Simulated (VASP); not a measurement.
# Ta3N (P-3m1) in VASP: notebook

The runs below take Ta3N through single point, relaxation of the atoms, with PBEsol.

Program: VASP 6.6.1. These are calculated values, not measurements. Logs are shortened: lines on timing, memory, paths and dates and some standing lists are left out, and cuts for length are marked.

### Step 1. The cell of the first run

The structure is trigonal, space group P-3m1 (No. 164). Conventional cell: a = 3.032 Å, b = 3.032 Å, c = 7.675 Å, α = 90.00°, β = 90.00°, γ = 120.00°. Within 2.9 Å of Ta (site symmetry 3m) lie 3 N at 2.19 Å. Within 4.0 Å of Ta (site symmetry -3m) lie 12 Ta at 3.03 to 3.07 Å and 2 N at 3.84 Å. Within 2.9 Å of N (site symmetry -3m) lie 6 Ta at 2.19 Å.

### Step 2. Single point, PBEsol

The input, INCAR:

```
ALGO = Normal
EDIFF = 1E-6
ENCUT = 520
GGA = PS
ISIF = 2
ISMEAR = -1
LASPH = T
LCHARG = F
LREAL = F
LWAVE = F
NBANDS = 27
NELM = 80
PREC = Accurate
SIGMA = 0.05
```

The input, KPOINTS:

```
k-points
0
Gamma
  8 8 3
```

The input, POSCAR:

```
Ta3N
1.0
    3.0322239879      0.0000000000      0.0000000000
   -1.5161119940      2.6259830035      0.0000000000
    0.0000000000      0.0000000000      7.6746197400
Ta N
3 1
Direct
    0.6666666667      0.3333333333      0.8292691570
    0.3333333333      0.6666666667      0.1707308430
    0.0000000000      0.0000000000      0.5000000000
    0.0000000000      0.0000000000      0.0000000000
```

Potentials or basis: VASP PAW PBE potentials, release 64 (Ta_pv, N).

On the command line:

```sh
> cat potpaw_PBE.64/Ta_pv/POTCAR potpaw_PBE.64/N/POTCAR > POTCAR
> mpirun -np 1 vasp_std > vasp.out
```

OUTCAR:

```text
EDIFF = 1E-6
   ENCUT = 520
   GGA = PS
   ISIF = 2
   ISMEAR = -1
   LASPH = T
   LREAL = F
   NELM = 80
   PREC = Accurate

 ion  position               nearest neighbor table
   1  0.667  0.333  0.829-   4 2.19   4 2.19   4 2.19   3 3.07   3 3.07   3 3.07   2 3.15   2 3.15
                             2 3.15
   2  0.333  0.667  0.171-   4 2.19   4 2.19   4 2.19   3 3.07   3 3.07   3 3.07   1 3.15   1 3.15
                             1 3.15
   3  0.000  0.000  0.500-   1 3.07   2 3.07   1 3.07   2 3.07   1 3.07   2 3.07
   4  0.000  0.000  0.000-   1 2.19   2 2.19   1 2.19   2 2.19   1 2.19   2 2.19

  LATTYP: Found a hexagonal cell.
 ALAT       =     3.0322239879
 C/A-ratio  =     2.5310200601

  Lattice vectors:

 A1 = (   3.0322239879,   0.0000000000,   0.0000000000)
 A2 = (  -1.5161119940,   2.6259830035,   0.0000000000)
 A3 = (   0.0000000000,   0.0000000000,   7.6746197400)

Analysis of symmetry for initial positions (statically):
=====================================================================
 Subroutine PRICEL returns:
 Original cell was already a primitive cell.

 Routine SETGRP: Setting up the symmetry group for a
 hexagonal supercell.

 Subroutine GETGRP returns: Found 12 space group operations
 (whereof 12 operations were pure point group operations)
 out of a pool of 24 trial point group operations.

The static configuration has the point symmetry D_3d.

Analysis of symmetry for dynamics (positions and initial velocities):
=====================================================================
 Subroutine PRICEL returns:
 Original cell was already a primitive cell.

 Routine SETGRP: Setting up the symmetry group for a
 hexagonal supercell.

 Subroutine GETGRP returns: Found 12 space group operations
 (whereof 12 operations were pure point group operations)
 out of a pool of 24 trial point group operations.

The dynamic configuration has the point symmetry D_3d.

 Subroutine INISYM returns: Found 12 space group operations
 (whereof 12 operations are pure point group operations),
 and found     1 'primitive' translations

----------------------------------------------------------------------------------------

                                     Primitive cell

  volume of cell :      61.1097

  direct lattice vectors                    reciprocal lattice vectors
     3.032223988  0.000000000  0.000000000     0.329790940  0.190404888  0.000000000
    -1.516111994  2.625983004  0.000000000     0.000000000  0.380809776  0.000000000
     0.000000000  0.000000000  7.674619740     0.000000000  0.000000000  0.130299615

  length of vectors
     3.032223988  3.032223988  7.674619740     0.380809776  0.380809776  0.130299615

  position of ions in fractional coordinates (direct lattice)
     0.666666667  0.333333333  0.829269157
     0.333333333  0.666666667  0.170730843
     0.000000000  0.000000000  0.500000000
     0.000000000  0.000000000  0.000000000

  ion indices of the primitive-cell ions
   primitive index   ion index
                 1           1
                 2           2
                 3           3
                 4           4

----------------------------------------------------------------------------------------

 KPOINTS: k-points

Automatic generation of k-mesh.
 Grid dimensions read from file:
 generate k-points for:    8    8    3

 Generating k-lattice:

  Cartesian coordinates                     Fractional coordinates (reciprocal lattice)
     0.041223868  0.023800611  0.000000000     0.125000000 -0.000000000  0.000000000
     0.000000000  0.047601222  0.000000000     0.000000000  0.125000000  0.000000000
     0.000000000  0.000000000  0.043433205     0.000000000  0.000000000  0.333333333

  Length of vectors
     0.047601222  0.047601222  0.043433205

  Shift w.r.t. Gamma in fractional coordinates (k-lattice)
     0.000000000  0.000000000  0.000000000

 Subroutine IBZKPT returns following result:
 ===========================================

 Found     25 irreducible k-points:

 Following reciprocal coordinates:
            Coordinates               Weight
  0.000000  0.000000  0.000000      1.000000
  0.125000  0.000000  0.000000      6.000000
  0.250000  0.000000  0.000000      6.000000
  0.375000 -0.000000  0.000000      6.000000
  0.500000  0.000000  0.000000      3.000000
  0.125000  0.125000  0.000000      6.000000
[... 16 lines left out ...]
 -0.125000  0.500000  0.333333     12.000000
  0.250000  0.250000  0.333333     12.000000
   k-points           NKPTS =     25   k-points in BZ     NKDIM =     25   number of bands    NBANDS=     27
   number of dos      NEDOS =    301   number of ions     NIONS =      4
   total plane-waves  NPLWV =  34560
   dimension x,y,z NGX =    24 NGY =   24 NGZ =   60
   dimension x,y,z NGXF=    48 NGYF=   48 NGZF=  120
   ions per type =               3   1
   NGX,Y,Z   is equivalent  to a cutoff of  13.16, 13.16, 13.00 a.u.
   NGXF,Y,Z  is equivalent  to a cutoff of  26.32, 26.32, 25.99 a.u.
 SYSTEM =  unknown system
   PREC   = accura    normal or accurate (medium, high low for compatibility)
   ISTART =      0    job   : 0-new  1-cont  2-samecut
   ICHARG =      2    charge: 1-file 2-atom 10-const
   ISPIN  =      1    spin polarized calculation?
   LNONCOLLINEAR =      F non collinear calculations
   LSORBIT =      F    spin-orbit coupling
   LASPH  =      T    aspherical Exc in radial PAW
   ENCUT  =  520.0 eV  38.22 Ry    6.18 a.u.   5.64  5.64 14.27*2*pi/ulx,y,z
   NELM   =     80;   NELMIN=  2; NELMDL= -5     # of ELM steps
   EDIFF  = 0.1E-05   stopping-criterion for ELM
   LREAL  =      F    real-space projection
   EDIFFG = 0.1E-04   stopping-criterion for IOM
   NSW    =      0    number of steps for IOM
   IBRION =     -1    ionic relax: 0-MD 1-quasi-New 2-CG
   NFREE  =      0    steps in history (QN), initial steepest desc. (CG)
   ISIF   =      2    stress and relaxation
   ISYM   =      2    0-nonsym 1-usesym 2-fastsym
   POTIM  = 0.5000    time-step for ionic-motion
   TEBEG  =    0.0;   TEEND  =   0.0 temperature during run
   PSTRESS=    0.0 pullay stress
   NELECT =      38.0000    total number of electrons
   NUPDOWN=      -1.0000    fix difference up-down
   EMIN   =  10.00;   EMAX   =-10.00  energy-range for DOS
   EFERMI =   0.00;   METHOD = LEGACY
   ISMEAR =    -1;   SIGMA  =   0.05  broadening in eV -4-tet -1-fermi 0-gaus
   EFERMI_NEDOS =   21; number of points for ismear=-14 and -15
   IALGO  =     38    algorithm
   IMIX   =      4    mixing-type and parameters
     AMIX     =   0.40;   BMIX     =  1.00
     AMIX_MAG =   1.60;   BMIX_MAG =  1.00
  volume/ion in A,a.u.               =      15.28       103.10
  Fermi-wavevector in a.u.,A,eV,Ry     =   1.397331  2.640573 26.565843  1.952534
  Thomas-Fermi vector in A             =   2.520598
   LORBIT       =      0    0 simple, 1 ext, 2 COOP (PROOUT), +10 PAW based schemes
   GGA     = PS    functional components
   LHFCALC =     F    Hartree Fock is set to
   AEXX    =    0.0000 exact exchange contribution
   IVDW    =     0    specifies the selected vdW correction
   LEPSILON=     F    determine dielectric tensor
   LRPA    =     F    only Hartree local field effects (RPA)
 non-spin polarized calculation
  energy-cutoff  :      520.00
  volume of cell :       61.11
 maximum number of plane-waves:      1664
 NGX is ok and might be reduce to    24
   NGX = 11   NGY = 11   NGZ = 29

 number of electron      37.9999999 magnetization

 Free energy of the ion-electron system (eV)
  ---------------------------------------------------
  ext. energy  EPLUGINS =         0.00000000
  ---------------------------------------------------
  free energy    TOTEN  =       -48.32543381 eV

  energy without entropy =      -48.30266060  energy(sigma->0) =      -48.31404721

 E-fermi :   6.3051     XC(G=0): -12.7023

 val. band max:        6.2533354722   @ k =   0.1250   0.0000   0.0000
 cond. band min:       6.3392858255   @ k =   0.1250   0.0000   0.3333
 fundamental gap:      0.0859503534
 Fermi energy:         6.3051456443

 k-point     1 :       0.0000    0.0000    0.0000
  band No.  band energies     occupation
      1     -28.8774      2.00000
      2     -28.5515      2.00000
      3     -28.2633      2.00000
      4     -28.2633      2.00000
      5     -28.2330      2.00000
      6     -28.2330      2.00000
[... 19 lines left out ...]
     26       8.4525      0.00000
     27       9.4861      0.00000

 k-point     2 :       0.1250    0.0000    0.0000
  band No.  band energies     occupation
      1     -28.8539      2.00000
      2     -28.5442      2.00000
      3     -28.3694      2.00000
      4     -28.3340      2.00000
      5     -28.2962      2.00000
      6     -28.2507      2.00000
[... 19 lines left out ...]
     26       9.1688      0.00000
     27      10.1660      0.00000

 k-point     3 :       0.2500    0.0000    0.0000
  band No.  band energies     occupation
      1     -28.8249      2.00000
      2     -28.6727      2.00000
      3     -28.5555      2.00000
      4     -28.4575      2.00000
      5     -28.3688      2.00000
      6     -28.2991      2.00000
[... 19 lines left out ...]
     26       9.9319      0.00000
     27      10.5938      0.00000

 k-point     4 :       0.3750   -0.0000    0.0000
  band No.  band energies     occupation
      1     -28.9555      2.00000
      2     -28.8881      2.00000
      3     -28.6271      2.00000
      4     -28.4378      2.00000
      5     -28.4373      2.00000
      6     -28.3501      2.00000
[... 19 lines left out ...]
     26      10.6705      0.00000
     27      10.9840      0.00000
[... 516 lines left out ...]
      4     -28.5487      2.00000
      5     -28.4635      2.00000
      6     -28.4301      2.00000
[... 19 lines left out ...]
     26      11.1219      0.00000
     27      11.3600      0.00000

 k-point    23 :      -0.1250    0.5000    0.3333
  band No.  band energies     occupation
      1     -29.0057      2.00000
      2     -28.9107      2.00000
      3     -28.5969      2.00000
      4     -28.5271      2.00000
      5     -28.4674      2.00000
      6     -28.4175      2.00000
[... 19 lines left out ...]
     26      11.4589      0.00000
     27      11.7165      0.00000

 k-point    24 :       0.2500    0.2500    0.3333
  band No.  band energies     occupation
      1     -28.9229      2.00000
      2     -28.8410      2.00000
      3     -28.6478      2.00000
      4     -28.5656      2.00000
      5     -28.5156      2.00000
      6     -28.4375      2.00000
[... 19 lines left out ...]
     26      11.0250      0.00000
     27      11.5527      0.00000

 [... further k-points ...]

------------------------ aborting loop because EDIFF is reached ----------------------------------------

  FORCE on cell =-STRESS in cart. coord.  units (eV):
  Direction    XX          YY          ZZ          XY          YZ          ZX
  --------------------------------------------------------------------------------------
  -------------------------------------------------------------------------------------
  Total       -3.8763820     -3.8763820     -5.3691423      0.0000000      0.0000000     -0.0000000
  in kB     -101.6312086   -101.6312086   -140.7684856      0.0000000      0.0000000     -0.0000000
  external PRESSURE =    -114.6769676 kB  Pullay stress =       0.0000000 kB

 VOLUME and BASIS-vectors are now :
 -----------------------------------------------------------------------------
  energy-cutoff  :      520.00
  volume of cell :       61.11
      direct lattice vectors                 reciprocal lattice vectors
     3.032223988  0.000000000  0.000000000     0.329790940  0.190404888  0.000000000
    -1.516111994  2.625983004  0.000000000     0.000000000  0.380809776  0.000000000
     0.000000000  0.000000000  7.674619740     0.000000000  0.000000000  0.130299615

 POSITION                                       TOTAL-FORCE (eV/Angst)
 -----------------------------------------------------------------------------------
      1.51611      0.87533      6.36433         0.000000      0.000000     -0.045006
     -0.00000      1.75066      1.31029         0.000000      0.000000      0.045006
      0.00000      0.00000      3.83731        -0.000000      0.000000      0.000000
      0.00000      0.00000      0.00000        -0.000000      0.000000      0.000000
 -----------------------------------------------------------------------------------
    total drift:                                0.000000     -0.000000      0.000000

  FREE ENERGIE OF THE ION-ELECTRON SYSTEM (eV)
  ---------------------------------------------------
  free  energy   TOTEN  =       -48.3254338134 eV

  energy  without entropy=      -48.3026606020  energy(sigma->0) =      -48.31404721
```

Run time: 55 s. Hardware: 1 thread of Intel Xeon 8259CL, shared host; peak memory 0.19 GiB.

Results:

```yaml
Free_energy: -48.3254 eV
Pressure: -11.5 GPa
Largest_force: 0.045 eV/Å
Band_gap_on_the_k_mesh: zero (bands 19 and 20 overlap by 0.47 eV)
```

Forces in eV/Å, atoms in the order of the input:
```
Ta   0.000  0.000 -0.045
Ta   0.000  0.000  0.045
Ta   0.000  0.000  0.000
N    0.000  0.000  0.000
```

Caveat: the cell stands under tension; the PAW data sets were made with another functional, which shifts forces and pressure a little; spin-orbit coupling is left out, which moves the levels of the heavy elements.

(Continued in part 2 of 2.)
